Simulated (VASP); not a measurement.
# Ga (I4_1/amd) in VASP: single point with PBE

Aim: the single point of Ga with PBE.

Program: VASP 6.6.1. These are calculated values, not measurements. Logs are shortened: lines on timing, memory, paths and dates and some standing lists are left out, and cuts for length are marked.

## Step 1: The cell of the first run

It takes space group I4_1/amd (No. 141, tetragonal). The conventional cell has a = 5.314 Å, b = 5.314 Å, c = 2.784 Å, α = 90.00°, β = 90.00°, γ = 90.00°. Ga (site symmetry -4m2) has 10 Ga at 2.75 to 3.38 Å within 3.6 Å.

## Step 2: Single point, PBE

INCAR

```
PREC     = Accurate       # precision mode
ENCUT    = 520            # plane-wave cutoff, eV
EDIFF    = 1E-7           # SCF threshold, eV
ISMEAR   = 0              # smearing method
SIGMA    = 0.1            # smearing width, eV
LREAL    = False          # projectors in reciprocal space
LASPH    = True           # aspherical terms in the spheres
NELM     = 80             # most SCF steps
ALGO     = Fast           # electronic algorithm
ISIF     = 2              # what is computed and relaxed
LWAVE    = False          # write WAVECAR
LCHARG   = False          # write CHGCAR
GGA      = PE             # functional
NBANDS   = 20             # bands
```

KPOINTS

```
Automatic mesh
0
Gamma
  22 22 22
```

POSCAR

```
Ga
1.0
   -2.6568984238      2.6568984238      1.3917655950
    2.6568984238     -2.6568984238      1.3917655950
    2.6568984238      2.6568984238     -1.3917655950
Ga
2
Direct
    0.0000000000      0.0000000000      0.0000000000
    0.7500000000      0.2500000000      0.5000000000
```

Potentials or basis: VASP PAW PBE potentials, release 64 (Ga_d).

On the command line:

```console
$ cat potpaw_PBE.64/Ga_d/POTCAR > POTCAR
$ mpirun -np 1 vasp_std > vasp.out
```

OUTCAR:

```text
PREC = Accurate
   ENCUT = 520
   EDIFF = 1E-7
   ISMEAR = 0
   LREAL = False
   LASPH = True
   NELM = 80
   ISIF = 2
   GGA = PE

 ion  position               nearest neighbor table
   1  0.000  0.000  0.000-   2 2.75   2 2.75   2 2.75   2 2.75
   2  0.750  0.250  0.500-   1 2.75   1 2.75   1 2.75   1 2.75

  LATTYP: Found a body centered tetragonal cell.
 ALAT       =     5.3137968476
 C/A-ratio  =     0.5238309386

  Lattice vectors:

 A1 = (  -2.6568984238,   2.6568984238,   1.3917655950)
 A2 = (   2.6568984238,  -2.6568984238,   1.3917655950)
 A3 = (   2.6568984238,   2.6568984238,  -1.3917655950)

Analysis of symmetry for initial positions (statically):
=====================================================================
 Subroutine PRICEL returns:
 Original cell was already a primitive cell.

 Routine SETGRP: Setting up the symmetry group for a
 body centered tetragonal supercell.

 Subroutine GETGRP returns: Found 16 space group operations
 (whereof  8 operations were pure point group operations)
 out of a pool of 16 trial point group operations.

The static configuration has the point symmetry D_2d.
 The point group associated with its full space group is D_4h.

Analysis of symmetry for dynamics (positions and initial velocities):
=====================================================================
 Subroutine PRICEL returns:
 Original cell was already a primitive cell.

 Routine SETGRP: Setting up the symmetry group for a
 body centered tetragonal supercell.

 Subroutine GETGRP returns: Found 16 space group operations
 (whereof  8 operations were pure point group operations)
 out of a pool of 16 trial point group operations.

The dynamic configuration has the point symmetry D_2d.
 The point group associated with its full space group is D_4h.

 Subroutine INISYM returns: Found 16 space group operations
 (whereof  8 operations are pure point group operations),
 and found     1 'primitive' translations

----------------------------------------------------------------------------------------

                                     Primitive cell

  volume of cell :      39.2985

  direct lattice vectors                    reciprocal lattice vectors
    -2.656898424  2.656898424  1.391765595     0.000000000  0.188189355  0.359255899
     2.656898424 -2.656898424  1.391765595     0.188189355  0.000000000  0.359255899
     2.656898424  2.656898424 -1.391765595     0.188189355  0.188189355  0.000000000

  length of vectors
     4.006897795  4.006897795  4.006897795     0.405561382  0.405561382  0.266139938

  position of ions in fractional coordinates (direct lattice)
     0.000000000  0.000000000  0.000000000
     0.750000000  0.250000000  0.500000000

  ion indices of the primitive-cell ions
   primitive index   ion index
                 1           1
                 2           2

----------------------------------------------------------------------------------------

 KPOINTS: Automatic mesh

Automatic generation of k-mesh.
 Grid dimensions read from file:
 generate k-points for:   22   22   22

 Generating k-lattice:

  Cartesian coordinates                     Fractional coordinates (reciprocal lattice)
     0.000000000  0.008554062  0.016329814     0.045454545  0.000000000  0.000000000
     0.008554062  0.000000000  0.016329814     0.000000000  0.045454545  0.000000000
     0.008554062  0.008554062  0.000000000     0.000000000  0.000000000  0.045454545

  Length of vectors
     0.018434608  0.018434608  0.012097270

  Shift w.r.t. Gamma in fractional coordinates (k-lattice)
     0.000000000  0.000000000  0.000000000

 Subroutine IBZKPT returns following result:
 ===========================================

 Found    834 irreducible k-points:

 Following reciprocal coordinates:
            Coordinates               Weight
  0.000000  0.000000  0.000000      1.000000
  0.045455 -0.000000  0.000000      8.000000
  0.090909 -0.000000  0.000000      8.000000
  0.136364 -0.000000  0.000000      8.000000
  0.181818  0.000000 -0.000000      8.000000
  0.227273 -0.000000  0.000000      8.000000
[... 16 lines left out ...]
  0.500000  0.045455  0.000000     16.000000
 -0.454545  0.045455 -0.000000     16.000000
 [... further k-points ...]
   k-points           NKPTS =    834   k-points in BZ     NKDIM =    834   number of bands    NBANDS=     20
   number of dos      NEDOS =    301   number of ions     NIONS =      2
   total plane-waves  NPLWV =  27000
   dimension x,y,z NGX =    30 NGY =   30 NGZ =   30
   dimension x,y,z NGXF=    60 NGYF=   60 NGZF=   60
   ions per type =               2
   NGX,Y,Z   is equivalent  to a cutoff of  12.45, 12.45, 12.45 a.u.
   NGXF,Y,Z  is equivalent  to a cutoff of  24.89, 24.89, 24.89 a.u.
 SYSTEM =  unknown system
   PREC   = accura    normal or accurate (medium, high low for compatibility)
   ISTART =      0    job   : 0-new  1-cont  2-samecut
   ICHARG =      2    charge: 1-file 2-atom 10-const
   ISPIN  =      1    spin polarized calculation?
   LNONCOLLINEAR =      F non collinear calculations
   LSORBIT =      F    spin-orbit coupling
   LASPH  =      T    aspherical Exc in radial PAW
   ENCUT  =  520.0 eV  38.22 Ry    6.18 a.u.   7.45  7.45  7.45*2*pi/ulx,y,z
   NELM   =     80;   NELMIN=  2; NELMDL= -5     # of ELM steps
   EDIFF  = 0.1E-06   stopping-criterion for ELM
   LREAL  =      F    real-space projection
   EDIFFG = 0.1E-05   stopping-criterion for IOM
   NSW    =      0    number of steps for IOM
   IBRION =     -1    ionic relax: 0-MD 1-quasi-New 2-CG
   NFREE  =      0    steps in history (QN), initial steepest desc. (CG)
   ISIF   =      2    stress and relaxation
   ISYM   =      2    0-nonsym 1-usesym 2-fastsym
   POTIM  = 0.5000    time-step for ionic-motion
   TEBEG  =    0.0;   TEEND  =   0.0 temperature during run
   PSTRESS=    0.0 pullay stress
   NELECT =      26.0000    total number of electrons
   NUPDOWN=      -1.0000    fix difference up-down
   EMIN   =  10.00;   EMAX   =-10.00  energy-range for DOS
   EFERMI =   0.00;   METHOD = LEGACY
   ISMEAR =     0;   SIGMA  =   0.10  broadening in eV -4-tet -1-fermi 0-gaus
   EFERMI_NEDOS =   21; number of points for ismear=-14 and -15
   IALGO  =     68    algorithm
   IMIX   =      4    mixing-type and parameters
     AMIX     =   0.40;   BMIX     =  1.00
     AMIX_MAG =   1.60;   BMIX_MAG =  1.00
  volume/ion in A,a.u.               =      19.65       132.60
  Fermi-wavevector in a.u.,A,eV,Ry     =   1.426507  2.695708 27.686803  2.034923
  Thomas-Fermi vector in A             =   2.546777
   LORBIT       =      0    0 simple, 1 ext, 2 COOP (PROOUT), +10 PAW based schemes
   GGA     = PE    functional components
   LHFCALC =     F    Hartree Fock is set to
   AEXX    =    0.0000 exact exchange contribution
   IVDW    =     0    specifies the selected vdW correction
   LEPSILON=     F    determine dielectric tensor
   LRPA    =     F    only Hartree local field effects (RPA)
 non-spin polarized calculation
 RMM-DIIS sequential band-by-band and
 Gauss-broadening in eV      SIGMA  =   0.10
  energy-cutoff  :      520.00
  volume of cell :       39.30
 maximum number of plane-waves:      1082
 NGX is ok and might be reduce to    30
   NGX = 15   NGY = 15   NGZ = 15

 number of electron      26.0000014 magnetization

 Free energy of the ion-electron system (eV)
  ---------------------------------------------------
  ext. energy  EPLUGINS =         0.00000000
  ---------------------------------------------------
  free energy    TOTEN  =        -5.70136330 eV

  energy without entropy =       -5.69706027  energy(sigma->0) =       -5.69921179

 E-fermi :   5.0439     XC(G=0): -10.7691

 val. band max:        5.0361062176   @ k =  -0.2727  -0.3636   0.1818
 cond. band min:       5.0463701340   @ k =  -0.3182  -0.3182   0.1364
 fundamental gap:      0.0102639165
 Fermi energy:         5.0439086231

 k-point     1 :       0.0000    0.0000    0.0000
  band No.  band energies     occupation
      1     -10.0384      2.00000
      2      -9.9704      2.00000
      3      -9.9532      2.00000
      4      -9.9466      2.00000
      5      -9.6777      2.00000
      6      -9.6777      2.00000
[... 12 lines left out ...]
     19      16.6025      0.00000
     20      17.8554      0.00000

 k-point     2 :       0.0455   -0.0000    0.0000
  band No.  band energies     occupation
      1     -10.0372      2.00000
      2      -9.9643      2.00000
      3      -9.9505      2.00000
      4      -9.9380      2.00000
      5      -9.6860      2.00000
      6      -9.6857      2.00000
[... 12 lines left out ...]
     19      15.9871      0.00000
     20      17.8725      0.00000

 k-point     3 :       0.0909   -0.0000    0.0000
  band No.  band energies     occupation
      1     -10.0329      2.00000
      2      -9.9468      2.00000
      3      -9.9428      2.00000
      4      -9.9141      2.00000
      5      -9.7028      2.00000
      6      -9.7005      2.00000
[... 12 lines left out ...]
     19      14.9081      0.00000
     20      17.9690      0.00000

 k-point     4 :       0.1364   -0.0000    0.0000
  band No.  band energies     occupation
      1     -10.0250      2.00000
      2      -9.9307      2.00000
      3      -9.9204      2.00000
      4      -9.8788      2.00000
      5      -9.7249      2.00000
      6      -9.7169      2.00000
[... 12 lines left out ...]
     19      14.4930      0.00000
     20      17.3574      0.00000

 k-point     5 :       0.1818    0.0000   -0.0000
  band No.  band energies     occupation
      1     -10.0139      2.00000
      2      -9.9153      2.00000
      3      -9.8900      2.00000
      4      -9.8385      2.00000
      5      -9.7504      2.00000
      6      -9.7291      2.00000
[... 12 lines left out ...]
     19      14.1129      0.00000
     20      16.4545      0.00000
[... 353 lines left out ...]
      6      -9.7702      2.00000
[... 12 lines left out ...]
     19      14.4541      0.00000
     20      16.8831      0.00000

 k-point    22 :       0.4545    0.0455    0.0000
  band No.  band energies     occupation
      1      -9.9636      2.00000
      2      -9.9135      2.00000
      3      -9.8920      2.00000
      4      -9.8390      2.00000
      5      -9.7782      2.00000
      6      -9.7728      2.00000
[... 12 lines left out ...]
     19      15.1253      0.00000
     20      17.9856      0.00000

 k-point    23 :       0.5000    0.0455    0.0000
  band No.  band energies     occupation
      1      -9.9608      2.00000
      2      -9.9099      2.00000
      3      -9.8931      2.00000
      4      -9.8391      2.00000
      5      -9.7777      2.00000
      6      -9.7706      2.00000
[... 12 lines left out ...]
     19      15.2016      0.00000
     20      17.9779      0.00000

 k-point    24 :      -0.4545    0.0455   -0.0000
  band No.  band energies     occupation
      1      -9.9617      2.00000
      2      -9.9011      2.00000
      3      -9.8802      2.00000
      4      -9.8416      2.00000
      5      -9.7838      2.00000
      6      -9.7639      2.00000
[... 12 lines left out ...]
     19      14.8030      0.00000
     20      16.8164      0.00000

 [... further k-points ...]
[... 5 lines left out ...]
  --------------------------------------------------------------------------------------
  -------------------------------------------------------------------------------------
  Total        0.0240823      0.0240823      0.0273250      0.0000000     -0.0000000      0.0000000
  in kB        0.9818216      0.9818216      1.1140248      0.0000000     -0.0000000      0.0000000
  external PRESSURE =       1.0258894 kB  Pullay stress =       0.0000000 kB

 VOLUME and BASIS-vectors are now :
 -----------------------------------------------------------------------------
  energy-cutoff  :      520.00
  volume of cell :       39.30
      direct lattice vectors                 reciprocal lattice vectors
    -2.656898424  2.656898424  1.391765595     0.000000000  0.188189355  0.359255899
     2.656898424 -2.656898424  1.391765595     0.188189355  0.000000000  0.359255899
     2.656898424  2.656898424 -1.391765595     0.188189355  0.188189355  0.000000000

 POSITION                                       TOTAL-FORCE (eV/Angst)
 -----------------------------------------------------------------------------------
      0.00000      0.00000      0.00000         0.000000     -0.000000      0.000000
     -0.00000      2.65690      0.69588        -0.000000      0.000000     -0.000000
 -----------------------------------------------------------------------------------
    total drift:                                0.000000      0.000000      0.000000

  FREE ENERGIE OF THE ION-ELECTRON SYSTEM (eV)
  ---------------------------------------------------
  free  energy   TOTEN  =        -5.7013633026 eV

  energy  without entropy=       -5.6970602746  energy(sigma->0) =       -5.69921179
```

Wall time 7.2 min (1 thread of Intel Xeon 6975P-C (Granite Rapids), shared host); peak memory 0.58 GiB.

What came out:

- Free energy: -5.7014 eV
- Pressure: 0.1 GPa
- Band gap on the k mesh: zero (band 13 reaches 7.97 eV, above the bottom of band 14 at 0.91 eV)
